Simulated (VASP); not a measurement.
**LuGa2Os2: single point with PBEsol**

The system is LuGa2Os2.

```
CELL_PARAMETERS angstrom
0.00000 4.23555 0.00000
4.23555 0.00000 0.00000
2.11777 2.11777 -4.92130
ATOMIC_POSITIONS crystal
Os 0.75000 0.25000 0.50000
Os 0.25000 0.75000 0.50000
Lu 0.00000 0.00000 0.00000
Ga 0.37500 0.37500 0.25000
Ga 0.62500 0.62500 0.75000
```

| Property | Result |
| --- | --- |
| Program | VASP 6.6.1 |
| Task | single point |
| Functional | PBEsol |
| Potentials or basis | VASP PAW PBE potentials, release 64 (Os, Lu, Ga_d) |
| Cutoff | 520 eV |
| k mesh | 9 × 9 × 9 |
| Occupations | fermi-dirac, width 0.0497 eV |
| Spin | no spin polarisation |
| Dipole correction | no |
| k mesh for the DOS | 14 × 14 × 14 |
| Occupations for the DOS | tetrahedron |
| Further INCAR settings | ALGO = Normal; EDIFF = 1e-06; NBANDS = 42 |

```yaml
Valence_electrons_inside_the_program's_atomic_spheres: Os 7.26; Lu 22.98; Ga 11.98
```

Levels at points of the mesh, in eV from the Fermi level:
| k point | band 30 | band 31 | band 32 | band 33 | band 34 | band 35 | band 36 | band 37 | band 38 | band 39 |
| --- | --- | --- | --- | --- | --- | --- | --- | --- | --- | --- |
| (0.00, 0.00, 0.00) | -0.63 | -0.49 | 0.07 | 0.12 | 0.12 | 0.38 | 0.86 | 2.31 | 3.49 | 4.28 |
| (0.50, 0.00, 0.00) | -1.81 | -1.46 | -1.14 | -1.04 | -0.03 | 0.32 | 1.76 | 3.59 | 3.88 | 4.15 |
| (0.50, 0.50, 0.00) | -1.65 | -1.33 | -0.97 | -0.27 | 0.01 | 0.12 | 0.26 | 2.60 | 2.75 | 3.62 |
| (0.00, 0.00, 0.50) | -1.17 | -1.17 | 0.81 | 0.81 | 0.82 | 1.99 | 2.31 | 3.16 | 3.18 | 4.10 |

It took 23 min on 1 thread of Intel Xeon 8259CL, with other jobs on the host, peak memory 0.91 GiB.

Caveat: spin-orbit coupling is left out, which moves the levels of the heavy elements.
